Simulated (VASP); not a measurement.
A run of VASP 6.6.1 is set up as follows.

File INCAR:

```
SYSTEM = Cs
PREC = Accurate
ENCUT = 500
EDIFF = 1E-7
ISMEAR = -1
SIGMA = 0.1
LREAL = .False.
LASPH = .True.
NELM = 120
ALGO = Normal
ISIF = 3
LWAVE = .False.
LCHARG = .False.
GGA = CA
IBRION = 2
NSW = 60
EDIFFG = -0.005
PSTRESS = 0.61
GGA_COMPAT = .False.
NELMIN = 4
```

The input KPOINTS:

```
regular mesh
0
Gamma
  9 9 8
  0 0 0
```

Contents of POSCAR:

```
Cs
1.0
    4.9264004277      0.0000000000      0.0000000000
   -2.4632002139      4.2663879196      0.0000000000
    0.0000000000      0.0000000000      4.6308164021
Cs
1
Direct
    0.0000000000      0.0000000000      0.0000000000
```

Potentials or basis: VASP PAW LDA potentials, release 64 (Cs_sv).

Run with:

```console
$ cat potpaw_LDA.64/Cs_sv/POTCAR > POTCAR
$ mpirun -np 1 vasp_std > vasp.out
```

(1) What does it give for the relaxed volume?

(2) What does it give for the relaxed cell?

(3) Estimate the space group after relaxing (to 0.1 Å).

(4) Estimate the band gap on the k mesh.

## Answers

(1) 97.74 Å³/atom.

(2) a = 4.938 Å, b = 4.938 Å, c = 4.629 Å, α = 90.00°, β = 90.00°, γ = 120.00°.

(3) P6/mmm (No. 191).

(4) zero (an odd number of electrons rules out a gap without spin polarisation).

Caveat: the cell is relaxed towards a set pressure, so the run minimises the enthalpy, not the energy; spin-orbit coupling is left out, which moves the levels of the heavy elements.
